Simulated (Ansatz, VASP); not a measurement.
# One calculation of Mg4H, two programs

```
Mg H
1.0
     6.42014    0.00000    0.00000
     0.00000    5.13791    0.00000
     0.00000    0.00000   21.66448
Mg H
8 2
Cartesian
  0.0000 3.8534 4.0000
  3.2101 3.8534 4.0000
  1.6050 1.2845 4.9267
  4.8151 1.2845 4.9267
  1.6050 3.8534 6.8746
  4.8151 3.8534 6.8746
  0.0000 1.2845 7.6645
  3.2101 1.2845 7.6645
  4.3556 0.4282 9.3945
  5.2746 0.4282 9.3945
```

Alike in both runs: task single point; functional PBE; k mesh 4 × 5 × 1; occupations gaussian, width 0.1 eV; no spin polarisation.

|  | VASP | Ansatz |
| --- | --- | --- |
| version | VASP 6.6.1 | Ansatz 0.2.0 |
| potentials or method | VASP PAW PBE potentials, release 64 (Mg, H), cutoff 520 eV | scalar-relativistic, plane waves, PAW |
| valence electrons in the cell | 18 | 82 |

VASP gave:

* gap on the k mesh at the Fermi level (eV): none
* rms of the force components (eV/Å): 0.608

Problem. Estimate Ansatz's values.

Solution. gap on the k mesh at the Fermi level (eV): none; rms of the force components (eV/Å): 0.609.

Atom by atom the forces differ by 0.003 eV/Å (rms over components). A gap of «none» marks a metal or a gap that the smearing closes. VASP's potentials hold 18 valence electrons a cell and Ansatz's 82, so a difference there can come from the potentials and not from the codes.
